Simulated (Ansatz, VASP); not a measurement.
**Two plane-wave programs on Zn4HO4**

Contents of INCAR:

```
  PREC = Accurate
  ENCUT = 520
  EDIFF = 1E-6
  ISMEAR = 0
  SIGMA = 0.05
  LREAL = False
  LASPH = True
  NELM = 100
  ALGO = Normal
  ISIF = 2
  LWAVE = False
  LCHARG = False
  GGA = PS
  NBANDS = 46
```

File KPOINTS:

```
Automatic mesh
0
Gamma
  4 4 8
```

POSCAR

```
Zn4HO4
1.0
    5.5148137916      0.0000000000      0.0000000000
    0.0000000000      5.5148137916      0.0000000000
    0.0000000000      0.0000000000      3.2430062931
Zn O H
4 4 1
Direct
    0.1820657240      0.1820657240      0.5000000000
    0.8179342760      0.8179342760      0.5000000000
    0.6820657240      0.3179342760      0.0000000000
    0.3179342760      0.6820657240      0.0000000000
    0.8180023132      0.1819976868      0.5000000000
    0.1819976868      0.8180023132      0.5000000000
    0.6819976868      0.6819976868      0.0000000000
    0.3180023132      0.3180023132      0.0000000000
    1.0000405349     -0.5180023132      0.3000000000
```

Input for Ansatz:

```yaml
crystal:
  lattice:
    - [5.5148137916, 0.0, 0.0]
    - [0.0, 5.5148137916, 0.0]
    - [0.0, 0.0, 3.2430062931]
  atoms:
    - { symbol: Zn, position: [0.182065724, 0.182065724, 0.5] }
    - { symbol: Zn, position: [0.817934276, 0.817934276, 0.5] }
    - { symbol: Zn, position: [0.682065724, 0.317934276, 0.0] }
    - { symbol: Zn, position: [0.317934276, 0.682065724, 0.0] }
    - { symbol: O, position: [0.8180023132, 0.1819976868, 0.5] }
    - { symbol: O, position: [0.1819976868, 0.8180023132, 0.5] }
    - { symbol: O, position: [0.6819976868, 0.6819976868, 0.0] }
    - { symbol: O, position: [0.3180023132, 0.3180023132, 0.0] }
    - { symbol: H, position: [1.0000405349, -0.5180023132, 0.3] }
basis:
  ecutwfc: 420
kpoints:
  mp_grid: { grid: [4, 4, 8] }
hamiltonian:
  xc: pbesol
  pseudopotentials: { kind: paw, azcp: { folder: soft_1 } }
scf:
  occupations: { method: gaussian, width: 0.05 }
output:
  forces: true
  stress: true
  eigenvalues: true
  write_density: true
  write_potential: true
  elf: true
  volumetric_format: npy
```

Alike in both runs: task single point; functional PBEsol; k mesh 4 × 4 × 8; occupations gaussian, width 0.05 eV; no spin polarisation.

|  | VASP | Ansatz |
| --- | --- | --- |
| version | VASP 6.6.1 | Ansatz 0.2.0 |
| potentials or method | VASP PAW PBE potentials, release 64 (Zn, O, H), cutoff 520 eV | scalar-relativistic, plane waves, PAW |
| valence electrons in the cell | 73 | 73 |

|  | VASP | Ansatz | Ansatz less VASP |
| --- | --- | --- | --- |
| gap on the k mesh at the Fermi level (eV) | none | none | - |
| pressure (GPa) | 3.4 | 2.6 | -0.87 |
| traceless stress, the component that is largest in VASP (GPa) | -0.91 | -0.86 | +0.051 |
| rms of the force components (eV/Å) | 0.273 | 0.271 | -0.0016 |

VASP's potentials were made for PBE, not for PBEsol, and Ansatz warns of the same on its side. Atom by atom the forces differ by 0.003 eV/Å (rms over components). A gap of «none» marks a metal or a gap that the smearing closes.
